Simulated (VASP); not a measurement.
Here is a VASP 6.6.1 calculation.

File INCAR:

```
PREC = Accurate ; ENCUT = 600
EDIFF = 1E-6 ; ISMEAR = -1
SIGMA = 0.05 ; LREAL = False
LASPH = True ; NELM = 60
ALGO = Normal ; ISIF = 3
LWAVE = False ; LCHARG = False
GGA = PS ; IBRION = 2
NSW = 60 ; EDIFFG = -0.005
```

Contents of KPOINTS:

```
regular mesh
0
Gamma
  12 12 12
```

File POSCAR:

```
Pd
1.0
    0.0000000000      2.6321573378      2.6321573378
    2.6321573378      0.0000000000      2.6321573378
    2.6321573378      2.6321573378      0.0000000000
Pd
2
Direct
   -0.1250000000     -0.1250000000     -0.1250000000
    0.1250000000      0.1250000000      0.1250000000
```

Potentials or basis: VASP PAW PBE potentials, release 64 (Pd).

The run is started by

```bash
$ cat potpaw_PBE.64/Pd/POTCAR > POTCAR
$ mpirun -np 1 vasp_std > vasp.out
```

(1) Predict the relaxed volume.

(2) What does it give for the band gap on the k mesh?

(3) Estimate the relaxed cell.

## Answers

(1) 22.84 Å³/atom.

(2) zero (band 10 reaches 4.56 eV, above the bottom of band 11 at 4.15 eV).

(3) a = 4.012 Å, b = 4.012 Å, c = 4.012 Å, α = 60.00°, β = 60.00°, γ = 60.00°.

Caveat: the volume moved by over 15 % at a fixed basis, so the end points are rough; the PAW data sets were made with another functional, which shifts forces and pressure a little.
